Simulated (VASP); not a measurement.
A run of VASP 6.6.1:

The input INCAR:

```
ALGO = Normal
EDIFF = 1E-6
ENCUT = 500
GGA = PS
GGA_COMPAT = False
ISIF = 2
ISMEAR = 0
LASPH = True
LCHARG = False
LREAL = False
LWAVE = False
NBANDS = 35
NELM = 120
PREC = Accurate
SIGMA = 0.02
```

The input KPOINTS:

```
k-points
0
Gamma
  6 6 2
```

Contents of POSCAR:

```
CdBr2
1.0
    3.9681774920      0.0000000000      0.0000000000
   -1.9840887460      3.4365425148      0.0000000000
    0.0000000000      0.0000000000     13.0990462853
Cd Br
2 4
Direct
    0.3333333333      0.6666666667      0.3749922327
    0.6666666667      0.3333333333      0.8749922327
    0.3333333333      0.6666666667     -0.0063253644
    0.6666666667      0.3333333333      0.4936746356
    0.0000000000      0.0000000000      0.2563331317
    0.0000000000      0.0000000000      0.7563331317
```

Potentials or basis: VASP PAW PBE potentials, release 64 (Cd, Br).

Run with:

```console
$ cat potpaw_PBE.64/Cd/POTCAR potpaw_PBE.64/Br/POTCAR > POTCAR
$ mpirun -np 1 vasp_std > vasp.out
```

Hardware: 1 thread of AMD EPYC 7R43 64-Core Processor (Zen 3), with other jobs on the host.

Task: How long does it take, and how much memory?

Result: Run time: 110 s on 1 thread of AMD EPYC 7R43 64-Core Processor (Zen 3) (shared host), peak memory 0.28 GiB. Counts: scf iterations 13, k points 14.
